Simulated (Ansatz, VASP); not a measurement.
One calculation of C, two programs

```
C
1.0
     3.56028    0.00000    0.00000
     0.00000   -3.56028    0.00000
     0.00000    0.00000   -3.56028
C
8
Direct
  0.50000 0.00000 0.97893
  0.00000 0.50000 0.00000
  0.00000 0.00000 0.50000
  0.50000 0.50000 0.50000
  0.75000 0.75000 0.75000
  0.25000 0.25000 0.75000
  0.25000 0.75000 0.25000
  0.75000 0.25000 0.25000
```

Alike in both runs: task single point; functional r2SCAN; k mesh 6 × 6 × 6; occupations gaussian, width 0.05 eV; no spin polarisation.

|  | VASP | Ansatz |
| --- | --- | --- |
| version | VASP 6.6.1 | Ansatz 0.2.0 |
| potentials or method | VASP PAW PBE potentials, release 64 (C_h), cutoff 910 eV | scalar-relativistic, plane waves, PAW |
| valence electrons in the cell | 32 | 32 |

|  | VASP | Ansatz | Ansatz less VASP |
| --- | --- | --- | --- |
| gap on the k mesh at the Fermi level (eV) | 4.05 | 4.05 | -0.002 |
| least direct gap on the mesh (eV) | 4.34 | 4.34 | -0.003 |
| rms of the force components (eV/Å) | 0.792 | 0.793 | +0.0013 |

VASP's potentials were made for PBE, not for r2SCAN. Atom by atom the forces differ by 0.002 eV/Å (rms over components). With one functional, cell and mesh, what is left measures potentials, basis and numerics.

Noted on VASP's run: the cutoff is short for stress, so the pressure is rough.
